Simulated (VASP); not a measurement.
Crystal: Co.

```
CELL_PARAMETERS angstrom
2.20854 0.00000 0.00000
-1.10427 1.91265 0.00000
0.00000 0.00000 3.60781
ATOMIC_POSITIONS crystal
Co 0.66667 0.33333 0.25986
Co 0.33333 0.66667 0.74014
```

This cell differs from its parent crystal: volume scaled by 0.7.

Base run:

| Quantity | Value |
| --- | --- |
| Program | VASP 6.6.1 |
| Functional | PBE |
| Potentials or basis | VASP PAW PBE potentials, release 64 (Co) |
| Cutoff | 520 eV |
| k mesh | 15 × 15 × 8 |
| Occupations | fermi-dirac, width 0.08 eV |
| Spin | collinear spin, ferromagnetic start |
| Starting moments | [2.0, 2.0] μB |

Its results: pressure 159.2 GPa; net moment 0.93 μB per cell; site moments Co +0.45 μB; largest force 2.304 eV/Å.

Q: The run is repeated on the same cell with these changes: further incar settings from ALGO = Normal; EDIFF = 1e-06; NBANDS = 20 to ALGO = Normal; EDIFF = 1e-07; NBANDS = 20. What comes out?

A: Pressure 158.6 GPa; net moment 0.81 μB per cell; site moments Co +0.39 μB; largest force 2.305 eV/Å.

Caveats: forces of over 1 eV/Å act on the atoms, so gaps and moduli don't describe the material at rest.
